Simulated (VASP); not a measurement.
Write the native input for VASP 6.6.1 that does the following.

| Property | Result |
| --- | --- |
| Task | single point |
| Functional | r2SCAN |
| Potentials or basis | VASP PAW PBE potentials, release 64 (Fe, Si) |
| Cutoff | 520 eV |
| k mesh | 8 × 8 × 8 |
| Occupations | gaussian, width 0.05 eV |
| Spin | no spin polarisation |
| Dipole correction | no |
| Further INCAR settings | ALGO = Normal; EDIFF = 1e-06; NBANDS = 34 |

Crystal: FeSi.

```
Fe Si
1.0
     4.46101    0.00000    0.00000
     0.00000    4.46101    0.00000
     0.00000    0.00000    4.46101
Fe Si
4 4
Direct
  0.13491 0.13491 0.13491
  0.36509 0.86509 0.63491
  0.63491 0.36509 0.86509
  0.86509 0.63491 0.36509
  0.84028 0.84028 0.84028
  0.65972 0.15972 0.34028
  0.34028 0.65972 0.15972
  0.15972 0.34028 0.65972
```

These files were run (other wordings do the same):

POSCAR

```
FeSi
1.0
    4.4610149581      0.0000000000      0.0000000000
    0.0000000000      4.4610149581      0.0000000000
    0.0000000000      0.0000000000      4.4610149581
Fe Si
4 4
Direct
    0.1349114062      0.1349114062      0.1349114062
    0.3650885938      0.8650885938      0.6349114062
    0.6349114062      0.3650885938      0.8650885938
    0.8650885938      0.6349114062      0.3650885938
    0.8402807799      0.8402807799      0.8402807799
    0.6597192201      0.1597192201      0.3402807799
    0.3402807799      0.6597192201      0.1597192201
    0.1597192201      0.3402807799      0.6597192201
```

INCAR.step1

```
PREC = Accurate ; ENCUT = 520
ISMEAR = 0 ; SIGMA = 0.05
LREAL = False ; LASPH = True
NELM = 80 ; NBANDS = 34
GGA = PE ; ALGO = Normal
EDIFF = 1E-4 ; LWAVE = True
LCHARG = False
```

INCAR.step2

```
PREC = Accurate ; ENCUT = 520
EDIFF = 1E-6 ; ISMEAR = 0
SIGMA = 0.05 ; LREAL = False
LASPH = True ; NELM = 80
ALGO = Normal ; ISIF = 2
LWAVE = False ; LCHARG = False
METAGGA = R2SCAN ; LMIXTAU = True
NBANDS = 34 ; ISTART = 1
```

KPOINTS

```
regular mesh
0
Gamma
  8 8 8
```

Potentials or basis: VASP PAW PBE potentials, release 64 (Fe, Si).

Run with:

```bash
$ cat potpaw_PBE.64/Fe/POTCAR potpaw_PBE.64/Si/POTCAR > POTCAR
$ cp INCAR.step1 INCAR
$ mpirun -np 1 vasp_std > vasp.out
$ cp INCAR.step2 INCAR
$ mpirun -np 1 vasp_std > vasp.out
```

It gave:

- Pressure: -8.3 GPa
- Largest force: 0.032 eV/Å
- Band gap on the k mesh: 0.33 eV (least direct gap 0.34 eV)

Caveat: the cell stands under tension; the PAW data sets were made with another functional, which shifts forces and pressure a little.

Run time: 3 min on 1 thread of Intel(R) Xeon(R) 6975P-C (Granite Rapids), on a shared host, peak memory 0.28 GiB.
